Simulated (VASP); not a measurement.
# Cl (Fd-3m) in VASP: further runs

Runs on Cl. Level: PBEsol. Tasks: single point.

All numbers are computed with VASP 6.6.1; they aren't measurements. Logs are shortened: lines on timing, memory, paths and dates and some standing lists are left out, and cuts for length are marked.

**1. The cell of the first run**

It takes space group Fd-3m (No. 227, cubic). The conventional cell has a = 5.012 Å, b = 5.012 Å, c = 5.012 Å, α = 90.00°, β = 90.00°, γ = 90.00°. Cl (site symmetry -43m) has 4 Cl at 2.17 Å within 2.9 Å.

**2. Single point, PBEsol (volume scaled by 0.5)**

INCAR reads:

```
PREC = Accurate
ENCUT = 520
EDIFF = 1E-7
ISMEAR = -1
SIGMA = 0.1
LREAL = False
LASPH = True
NELM = 100
ALGO = Normal
ISIF = 2
LWAVE = False
LCHARG = False
GGA = PS
NBANDS = 14
```

KPOINTS reads:

```
regular mesh
0
Gamma
  12 12 12
```

POSCAR reads:

```
Cl
1.0
    0.0000000000      2.5062159262      2.5062159262
    2.5062159262      0.0000000000      2.5062159262
    2.5062159262      2.5062159262      0.0000000000
Cl
2
Direct
   -0.1250000000     -0.1250000000     -0.1250000000
    0.1250000000      0.1250000000      0.1250000000
```

Potentials or basis: VASP PAW PBE potentials, release 64 (Cl).

Started as:

```bash
$ cat potpaw_PBE.64/Cl/POTCAR > POTCAR
$ mpirun -np 1 vasp_std > vasp.out
```

OUTCAR:

```text
PREC = Accurate
   ENCUT = 520
   EDIFF = 1E-7
   ISMEAR = -1
   LREAL = False
   LASPH = True
   NELM = 100
   ISIF = 2
   GGA = PS

 ion  position               nearest neighbor table
   1  0.875  0.875  0.875-   2 2.17   2 2.17   2 2.17   2 2.17
   2  0.125  0.125  0.125-   1 2.17   1 2.17   1 2.17   1 2.17

  LATTYP: Found a face centered cubic cell.
 ALAT       =     5.0124318524

  Lattice vectors:

 A1 = (   0.0000000000,   2.5062159262,   2.5062159262)
 A2 = (   2.5062159262,   0.0000000000,   2.5062159262)
 A3 = (   2.5062159262,   2.5062159262,   0.0000000000)

Analysis of symmetry for initial positions (statically):
=====================================================================
 Subroutine PRICEL returns:
 Original cell was already a primitive cell.

 Routine SETGRP: Setting up the symmetry group for a
 face centered cubic supercell.

 Subroutine GETGRP returns: Found 48 space group operations
 (whereof 12 operations were pure point group operations)
 out of a pool of 48 trial point group operations.

The static configuration has the point symmetry D_3d.
 The point group associated with its full space group is O_h .

Analysis of symmetry for dynamics (positions and initial velocities):
=====================================================================
 Subroutine PRICEL returns:
 Original cell was already a primitive cell.

 Routine SETGRP: Setting up the symmetry group for a
 face centered cubic supercell.

 Subroutine GETGRP returns: Found 48 space group operations
 (whereof 12 operations were pure point group operations)
 out of a pool of 48 trial point group operations.

The dynamic configuration has the point symmetry D_3d.
 The point group associated with its full space group is O_h .

 Subroutine INISYM returns: Found 48 space group operations
 (whereof 12 operations are pure point group operations),
 and found     1 'primitive' translations

----------------------------------------------------------------------------------------

                                     Primitive cell

  volume of cell :      31.4837

  direct lattice vectors                    reciprocal lattice vectors
     0.000000000  2.506215926  2.506215926    -0.199503959  0.199503959  0.199503959
     2.506215926  0.000000000  2.506215926     0.199503959 -0.199503959  0.199503959
     2.506215926  2.506215926  0.000000000     0.199503959  0.199503959 -0.199503959

[... 85 lines left out ...]
   EDIFFG = 0.1E-05   stopping-criterion for IOM
   NSW    =      0    number of steps for IOM
   IBRION =     -1    ionic relax: 0-MD 1-quasi-New 2-CG
   NFREE  =      0    steps in history (QN), initial steepest desc. (CG)
   ISIF   =      2    stress and relaxation
   ISYM   =      2    0-nonsym 1-usesym 2-fastsym
   POTIM  = 0.5000    time-step for ionic-motion
   TEBEG  =    0.0;   TEEND  =   0.0 temperature during run
   PSTRESS=    0.0 pullay stress
   NELECT =      14.0000    total number of electrons
   NUPDOWN=      -1.0000    fix difference up-down
   EMIN   =  10.00;   EMAX   =-10.00  energy-range for DOS
   EFERMI =   0.00;   METHOD = LEGACY
   ISMEAR =    -1;   SIGMA  =   0.10  broadening in eV -4-tet -1-fermi 0-gaus
   EFERMI_NEDOS =   21; number of points for ismear=-14 and -15
   IALGO  =     38    algorithm
   IMIX   =      4    mixing-type and parameters
     AMIX     =   0.40;   BMIX     =  1.00
     AMIX_MAG =   1.60;   BMIX_MAG =  1.00
  volume/ion in A,a.u.               =      15.74       106.23
  Fermi-wavevector in a.u.,A,eV,Ry     =   1.249556  2.361318 21.244000  1.561390
  Thomas-Fermi vector in A             =   2.383591
   LORBIT       =      0    0 simple, 1 ext, 2 COOP (PROOUT), +10 PAW based schemes
   GGA     = PS    functional components
   LHFCALC =     F    Hartree Fock is set to
   AEXX    =    0.0000 exact exchange contribution
   IVDW    =     0    specifies the selected vdW correction
   LEPSILON=     F    determine dielectric tensor
   LRPA    =     F    only Hartree local field effects (RPA)
 non-spin polarized calculation
  energy-cutoff  :      520.00
  volume of cell :       31.48
 maximum number of plane-waves:       881
   NGX = 13   NGY = 13   NGZ = 13

 number of electron      13.9999997 magnetization

 Free energy of the ion-electron system (eV)
  ---------------------------------------------------
  ext. energy  EPLUGINS =         0.00000000
  ---------------------------------------------------
  free energy    TOTEN  =         1.10988402 eV

  energy without entropy =        1.16669859  energy(sigma->0) =        1.13829130

 E-fermi :   7.7703     XC(G=0): -10.8147

 val. band max:        7.7438431785   @ k =  -0.4167   0.3333   0.1667
 cond. band min:       7.7784986400   @ k =  -0.2500   0.3333   0.0833
 fundamental gap:      0.0346554616
 Fermi energy:         7.7702822502

 k-point     1 :       0.0000    0.0000    0.0000
  band No.  band energies     occupation
      1     -14.0075      2.00000
      2      -3.7228      2.00000
      3       0.6805      2.00000
      4       0.6805      2.00000
      5       0.6805      2.00000
      6       4.6725      2.00000
      7       4.6725      2.00000
      8       4.6725      2.00000
      9      13.1888      0.00000
     10      15.4308      0.00000
     11      15.4308      0.00000
     12      19.1781      0.00000
     13      19.1781      0.00000
     14      19.1781      0.00000
[... 377 lines left out ...]
      1     -11.9365      2.00000
      2      -8.6595      2.00000
      3      -1.7194      2.00000
      4      -0.5959      2.00000
      5       2.3778      2.00000
      6       6.2375      2.00000
      7       6.8476      1.99980
      8       8.6354      0.00035
      9      13.6960      0.00000
     10      15.5293      0.00000
     11      16.1782      0.00000
     12      18.6190      0.00000
     13      20.1490      0.00000
     14      20.8211      0.00000

 [... further k-points ...]
[... 5 lines left out ...]
  --------------------------------------------------------------------------------------
  -------------------------------------------------------------------------------------
  Total       12.1379577     12.1379577     12.1379577      0.0000000      0.0000000     -0.0000000
  in kB      617.6902538    617.6902538    617.6902538      0.0000000      0.0000000     -0.0000000
  external PRESSURE =     617.6902538 kB  Pullay stress =       0.0000000 kB

 VOLUME and BASIS-vectors are now :
 -----------------------------------------------------------------------------
  energy-cutoff  :      520.00
  volume of cell :       31.48
      direct lattice vectors                 reciprocal lattice vectors
     0.000000000  2.506215926  2.506215926    -0.199503959  0.199503959  0.199503959
     2.506215926  0.000000000  2.506215926     0.199503959 -0.199503959  0.199503959
     2.506215926  2.506215926  0.000000000     0.199503959  0.199503959 -0.199503959

 POSITION                                       TOTAL-FORCE (eV/Angst)
 -----------------------------------------------------------------------------------
      4.38588      4.38588      4.38588         0.000000      0.000000      0.000000
      0.62655      0.62655      0.62655        -0.000000     -0.000000     -0.000000
 -----------------------------------------------------------------------------------
    total drift:                                0.000000     -0.000000     -0.000000

  FREE ENERGIE OF THE ION-ELECTRON SYSTEM (eV)
  ---------------------------------------------------
  free  energy   TOTEN  =         1.1098840179 eV

  energy  without entropy=        1.1666985909  energy(sigma->0) =        1.13829130
```

It took 33 s on 1 thread of Intel Xeon Platinum 8375C at 2.90GHz (Ice Lake), shared host; peak memory 0.15 GiB.

Results:

```yaml
Free_energy: 1.1099 eV
Pressure: 61.8 GPa
Band_gap_on_the_k_mesh: zero (band 7 reaches 9.39 eV, above the bottom of band 8 at 4.67 eV)
```

Caveat: the PAW data sets were made with another functional, which shifts forces and pressure a little.

**3. Single point, PBEsol (volume scaled by 0.5)**

INCAR reads:

```
SYSTEM = Cl
PREC = Accurate ; ENCUT = 520
EDIFF = 1E-6 ; ISMEAR = -1
SIGMA = 0.1 ; LREAL = .FALSE.
LASPH = .TRUE. ; NELM = 60
ALGO = Normal ; ISIF = 2
LWAVE = .FALSE. ; LCHARG = .FALSE.
GGA = PS ; NBANDS = 14
```

KPOINTS reads:

```
regular mesh
0
G
  12 12 12
  0 0 0
```

POSCAR is that of step 2.

Potentials or basis: VASP PAW PBE potentials, release 64 (Cl).

Started as:

```bash
$ cat potpaw_PBE.64/Cl/POTCAR > POTCAR
$ mpirun -np 1 vasp_std > vasp.out
```

It took 28 s on 1 thread of Intel Xeon Platinum 8375C at 2.90GHz (Ice Lake), shared host; peak memory 0.16 GiB.

The run converged. Its results:

| Quantity | Value |
| --- | --- |
| Free energy | 1.1099 eV |
| Pressure | 61.8 GPa |
| Band gap on the k mesh | zero (band 7 reaches 9.39 eV, above the bottom of band 8 at 4.67 eV) |

Levels at points of the mesh, in eV from the Fermi level:
| k point | band 5 | band 6 | band 7 | band 8 | band 9 | band 10 |
| --- | --- | --- | --- | --- | --- | --- |
| (0.00, 0.00, 0.00) | -7.09 | -3.10 | -3.10 | -3.10 | 5.42 | 7.66 |
| (0.50, 0.00, 0.00) | -7.06 | -1.52 | -1.52 | 1.42 | 7.51 | 8.59 |
| (0.50, 0.50, 0.00) | -4.31 | -4.31 | 1.62 | 1.62 | 6.78 | 6.78 |

Caveat: the PAW data sets were made with another functional, which shifts forces and pressure a little.

**4. Single point, PBEsol (volume scaled by 0.58)**

INCAR reads:

```
SYSTEM = Cl
PREC = Accurate
ENCUT = 520
EDIFF = 1E-6
ISMEAR = -1
SIGMA = 0.1
LREAL = .False.
LASPH = .True.
NELM = 60
ALGO = Normal
ISIF = 2
LWAVE = .False.
LCHARG = .False.
GGA = PS
NBANDS = 14
```

KPOINTS reads:

```
Automatic mesh
0
Gamma
  12 12 12
  0 0 0
```

POSCAR reads:

```
Cl
1.0
    0.0000000000      2.6333251192      2.6333251192
    2.6333251192      0.0000000000      2.6333251192
    2.6333251192      2.6333251192      0.0000000000
Cl
2
Direct
   -0.1250000000     -0.1250000000     -0.1250000000
    0.1250000000      0.1250000000      0.1250000000
```

Started as:

```bash
$ cat potpaw_PBE.64/Cl/POTCAR > POTCAR
$ mpirun -np 1 vasp_std > vasp.out
```

Wall time 28 s (1 thread of Intel Xeon Platinum 8375C at 2.90GHz (Ice Lake), shared host); peak memory 0.16 GiB.

It converged, with:

| Quantity | Value |
| --- | --- |
| Free energy | -0.4232 eV |
| Pressure | 37.5 GPa |
| Band gap on the k mesh | zero (band 7 reaches 6.76 eV, above the bottom of band 8 at 3.05 eV) |

Levels at points of the mesh, in eV from the Fermi level:
```
           k point  band 4  band 5  band 6  band 7  band 8  band 9  band 10  band 11
(0.00, 0.00, 0.00)   -6.06   -6.06   -2.53   -2.53   -2.53    5.53     8.33     8.33
(0.50, 0.00, 0.00)   -6.95   -6.43   -1.18   -1.18    0.80    7.68     8.74     9.06
(0.50, 0.50, 0.00)   -7.95   -3.75   -3.75    1.17    1.17    6.82     6.82    11.00
```

Caveat: the PAW data sets were made with another functional, which shifts forces and pressure a little.
